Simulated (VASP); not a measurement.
# GaN (P6_3mc) in VASP: notebook

The runs below take GaN through vibrations by perturbation theory, with LDA.

All numbers are computed with VASP 6.6.1; they aren't measurements. Logs are shortened: lines on timing, memory, paths and dates and some standing lists are left out, and cuts for length are marked.

## Step 1: The cell of the first run

Symmetry: P6_3mc, No. 186, hexagonal system. Conventional cell: a = 3.084 Å, b = 3.084 Å, c = 5.030 Å, α = 90.00°, β = 90.00°, γ = 120.00°. Ga (site symmetry 3m) has 4 N at 1.89 Å within 2.5 Å. Within 2.5 Å of N (site symmetry 3m) lie 4 Ga at 1.89 Å.

## Step 2: Vibrations by perturbation theory, LDA

INCAR

```
  ALGO = Normal
  EDIFF = 1E-8
  ENCUT = 520
  IBRION = 8
  ISIF = 2
  ISMEAR = 0
  LASPH = T
  LCHARG = F
  LREAL = F
  LWAVE = F
  NBANDS = 26
  NELM = 60
  NSW = 1
  PREC = Accurate
  SIGMA = 0.01
```

KPOINTS

```
k-points
0
Gamma
  8 8 4
```

POSCAR

```
GaN
1.0
    3.0844851578      0.0000000000      0.0000000000
   -1.5422425789      2.6712425043      0.0000000000
    0.0000000000      0.0000000000      5.0304960996
Ga N
2 2
Direct
    0.3333333333      0.6666666667     -0.0005607598
    0.6666666667      0.3333333333      0.4994392402
    0.3333333333      0.6666666667      0.3755607598
    0.6666666667      0.3333333333      0.8755607598
```

Potentials or basis: VASP PAW LDA potentials, release 64 (Ga_d, N).

Run with:

```console
$ cat potpaw_LDA.64/Ga_d/POTCAR potpaw_LDA.64/N/POTCAR > POTCAR
$ mpirun -np 1 vasp_std > vasp.out
```

OUTCAR:

```text
EDIFF = 1E-8
   ENCUT = 520
   IBRION = 8
   ISIF = 2
   ISMEAR = 0
   LASPH = T
   LREAL = F
   NELM = 60
   NSW = 1
   PREC = Accurate

 ion  position               nearest neighbor table
   1  0.333  0.667  0.999-   4 1.89   4 1.89   4 1.89   3 1.89
   2  0.667  0.333  0.499-   3 1.89   3 1.89   3 1.89   4 1.89
   3  0.333  0.667  0.376-   2 1.89   2 1.89   2 1.89   1 1.89
   4  0.667  0.333  0.876-   1 1.89   1 1.89   1 1.89   2 1.89

  LATTYP: Found a hexagonal cell.
 ALAT       =     3.0844851578
 C/A-ratio  =     1.6309030007

  Lattice vectors:

 A1 = (   3.0844851578,   0.0000000000,   0.0000000000)
 A2 = (  -1.5422425789,   2.6712425043,   0.0000000000)
 A3 = (   0.0000000000,   0.0000000000,   5.0304960996)

Analysis of symmetry for initial positions (statically):
=====================================================================
 Subroutine PRICEL returns:
 Original cell was already a primitive cell.

 Routine SETGRP: Setting up the symmetry group for a
 hexagonal supercell.

 Subroutine GETGRP returns: Found 12 space group operations
 (whereof  6 operations were pure point group operations)
 out of a pool of 24 trial point group operations.

The static configuration has the point symmetry C_3v.
 The point group associated with its full space group is C_6v.

Analysis of symmetry for dynamics (positions and initial velocities):
=====================================================================
 Subroutine PRICEL returns:
 Original cell was already a primitive cell.

 Routine SETGRP: Setting up the symmetry group for a
 hexagonal supercell.

 Subroutine GETGRP returns: Found 12 space group operations
 (whereof  6 operations were pure point group operations)
 out of a pool of 24 trial point group operations.

The dynamic configuration has the point symmetry C_3v.
 The point group associated with its full space group is C_6v.

 Subroutine INISYM returns: Found 12 space group operations
 (whereof  6 operations are pure point group operations),
 and found     1 'primitive' translations

----------------------------------------------------------------------------------------

                                     Primitive cell

  volume of cell :      41.4483

  direct lattice vectors                    reciprocal lattice vectors
     3.084485158  0.000000000  0.000000000     0.324203213  0.187178813  0.000000000
    -1.542242579  2.671242504  0.000000000     0.000000000  0.374357625  0.000000000
     0.000000000  0.000000000  5.030496100     0.000000000  0.000000000  0.198787551

  length of vectors
     3.084485158  3.084485158  5.030496100     0.374357625  0.374357625  0.198787551

  position of ions in fractional coordinates (direct lattice)
     0.333333333  0.666666667  0.999439240
     0.666666667  0.333333333  0.499439240
     0.333333333  0.666666667  0.375560760
     0.666666667  0.333333333  0.875560760

  ion indices of the primitive-cell ions
   primitive index   ion index
                 1           1
                 2           2
                 3           3
                 4           4
[... 119 lines left out ...]
  free energy    TOTEN  =       -27.76405160 eV

  energy without entropy =      -27.76405160  energy(sigma->0) =      -27.76405160

 E-fermi :   6.3042     XC(G=0): -12.6510

 val. band max:        6.2069598308   @ k =   0.0000   0.0000   0.0000
 cond. band min:       8.7831500889   @ k =   0.0000   0.0000   0.0000
 fundamental gap:      2.5761902582
 Fermi energy:         6.3042172446

 k-point     1 :       0.0000    0.0000    0.0000
  band No.  band energies     occupation
      1     -10.5417      2.00000
      2      -9.3365      2.00000
      3      -7.4783      2.00000
      4      -7.4573      2.00000
      5      -7.4573      2.00000
      6      -7.3755      2.00000
[... 685 lines left out ...]
     25      18.8768      0.00000
     26      18.8768      0.00000

 [... further k-points ...]

------------------------ aborting loop because EDIFF is reached ----------------------------------------

  FORCE on cell =-STRESS in cart. coord.  units (eV):
  Direction    XX          YY          ZZ          XY          YZ          ZX
  --------------------------------------------------------------------------------------
  -------------------------------------------------------------------------------------
  Total        4.2470866      4.2470866      4.2525236     -0.0000000     -0.0000000      0.0000000
  in kB      164.1704108    164.1704108    164.3805758     -0.0000000     -0.0000000      0.0000000
  external PRESSURE =     164.2404658 kB  Pullay stress =       0.0000000 kB

 VOLUME and BASIS-vectors are now :
 -----------------------------------------------------------------------------
  energy-cutoff  :      520.00
  volume of cell :       41.45
      direct lattice vectors                 reciprocal lattice vectors
     3.084485158  0.000000000  0.000000000     0.324203213  0.187178813  0.000000000
    -1.542242579  2.671242504  0.000000000     0.000000000  0.374357625  0.000000000
     0.000000000  0.000000000  5.030496100     0.000000000  0.000000000  0.198787551

 POSITION                                       TOTAL-FORCE (eV/Angst)
 -----------------------------------------------------------------------------------
     -0.00000      1.78083      5.02768        -0.000000      0.000000      0.001612
      1.54224      0.89041      2.51243         0.000000      0.000000      0.001612
     -0.00000      1.78083      1.88926        -0.000000      0.000000     -0.001612
      1.54224      0.89041      4.40450         0.000000     -0.000000     -0.001612
 -----------------------------------------------------------------------------------
    total drift:                                0.000000      0.000001     -0.000268

  FREE ENERGIE OF THE ION-ELECTRON SYSTEM (eV)
  ---------------------------------------------------
  free  energy   TOTEN  =       -27.7640515951 eV

  energy  without entropy=      -27.7640515951  energy(sigma->0) =      -27.76405160

[... ionic steps 2 to 9 ...]

--------------------------------------- Ionic step       10  -------------------------------------------

------------------------ aborting loop because EDIFF is reached ----------------------------------------

[... ionic steps 11 to 11 ...]

--------------------------------------- Ionic step       12  -------------------------------------------

 Free energy of the ion-electron system (eV)
  ---------------------------------------------------
  ---------------------------------------------------
  free energy    TOTEN  =        -0.24737615 eV

  energy without entropy =       -0.24737615

------------------------ aborting loop because EDIFF is reached ----------------------------------------

 INTERNAL STRAIN TENSOR  FOR ION    3  DIRECTION 3   (eV/Angst):
 -----------------------------------------------------------------------------
     8.27672  0.00000  0.00000
    -0.00000  8.27672  0.00000
     0.00000  0.00000-15.77422

 INTERNAL STRAIN TENSOR FOR ION    4 for displacements in x,y,z  (eV/Angst):
          X           Y           Z          XY          YZ          ZX
  --------------------------------------------------------------------------------
  x     0.00000     0.00000     0.00000    13.72706    -0.00000     8.22571
  y    13.72706   -13.72706     0.00000     0.00000     8.48110    -0.00000
  z     8.27672     8.27672   -15.77422     0.00000    -0.00000     0.00000

 SECOND DERIVATIVES (NOT SYMMETRIZED)
 ------------------------------------
               1X          1Y          1Z          2X          2Y          2Z          3X          3Y          3Z          4X          4Y          4Z
  1X   -17.066436    0.000000   -0.000000    0.563721    0.000000    0.000000    0.743941   -0.000000   -0.000000   15.758774    0.000000    0.000000
  1Y     0.000000  -17.066436    0.000000   -0.000000    0.563721    0.000000    0.000000    0.743941    0.000000   -0.000000   15.758774    0.000000
  1Z     0.000000    0.000000  -24.970753    0.000000   -0.000000    9.529760    0.000000   -0.000000   10.188540   -0.000000    0.000000    5.252454
  2X     0.563721    0.000000    0.000000  -17.066436    0.000000    0.000000   15.758774    0.000000    0.000000    0.743941   -0.000000    0.000000
  2Y     0.000000    0.563721   -0.000000    0.000000  -17.066436   -0.000000   -0.000000   15.758774   -0.000000    0.000000    0.743941    0.000000
  2Z    -0.000000    0.000000    9.529760    0.000000    0.000000  -24.970753    0.000000    0.000000    5.252454   -0.000000    0.000000   10.188540
  3X     0.761000    0.000000    0.000000   15.774556    0.000000    0.000000  -17.328041    0.000000    0.000000    0.792484    0.000000    0.000000
  3Y     0.000000    0.761000    0.000000   -0.000000   15.774556    0.000000    0.000000  -17.328041    0.000000    0.000000    0.792484    0.000000
  3Z     0.000000    0.000000   10.165714    0.000000   -0.000000    5.293210    0.000000   -0.000000  -22.652910    0.000000   -0.000000    7.193986
  4X    15.774556    0.000000   -0.000000    0.761000    0.000000    0.000000    0.792484   -0.000000    0.000000  -17.328041    0.000000    0.000000
  4Y    -0.000000   15.774556    0.000000    0.000000    0.761000    0.000000   -0.000000    0.792484   -0.000000    0.000000  -17.328041   -0.000000
  4Z     0.000000    0.000000    5.293210    0.000000    0.000000   10.165714    0.000000    0.000000    7.193986    0.000000    0.000000  -22.652910

 Eigenvectors and eigenvalues of the dynamical matrix
 ----------------------------------------------------

   1 f  =   22.905240 THz   143.917867 2PiTHz  764.036561 cm-1    94.728418 meV
             X         Y         Z           dx          dy          dz
     -0.000000  1.780828  5.027675    -0.000000    0.000000    0.066891
      1.542243  0.890414  2.512427     0.000000   -0.000000   -0.066891
     -0.000000  1.780828  1.889257    -0.000000    0.000000   -0.703936
      1.542243  0.890414  4.404505     0.000000   -0.000000    0.703936
[... 71 lines left out ...]
  12 f/i=    0.006900 THz     0.043357 2PiTHz    0.230173 cm-1     0.028538 meV
             X         Y         Z           dx          dy          dz
     -0.000000  1.780828  5.027675    -0.464114    0.448467   -0.000000
      1.542243  0.890414  2.512427    -0.464114    0.448467   -0.000000
     -0.000000  1.780828  1.889257    -0.207771    0.200766   -0.000000
      1.542243  0.890414  4.404505    -0.207771    0.200766   -0.000000

--------------------------------------------------------------------------------------------------------

 ELASTIC MODULI CONTR FROM IONIC RELAXATION (kBar)
 Direction    XX          YY          ZZ          XY          YZ          ZX
 --------------------------------------------------------------------------------
 XX       -1150.9202    466.3354    652.7633      0.0000     -0.0000      0.0000
 YY         466.3354  -1150.9202    652.7633     -0.0000     -0.0000     -0.0000
 ZZ         652.7633    652.7633  -1244.8416     -0.0000     -0.0000     -0.0000
 XY           0.0000     -0.0000     -0.0000   -808.6278      0.0000     -0.0000
 YZ          -0.0000     -0.0000     -0.0000      0.0000   -300.3325      0.0000
 ZX           0.0000     -0.0000     -0.0000     -0.0000      0.0000   -322.2469
 --------------------------------------------------------------------------------
```

Run time: 4.7 min. Hardware: 1 thread of Intel Xeon Platinum 8488C (Sapphire Rapids), shared host; peak memory 0.42 GiB.

Results:

```
Highest phonon frequency at Γ, LO-TO splitting left out : 764 cm⁻¹
```

Phonon frequencies in cm⁻¹ (negative: imaginary):
| q point | frequencies |
| --- | --- |
| (0.000, 0.000, 0.000) | 0 0 0 133 133 361 600 621 621 635 635 764 |

Caveat: the cell stands under pressure or tension, which shifts response properties.

(Continued in part 2 of 3.)
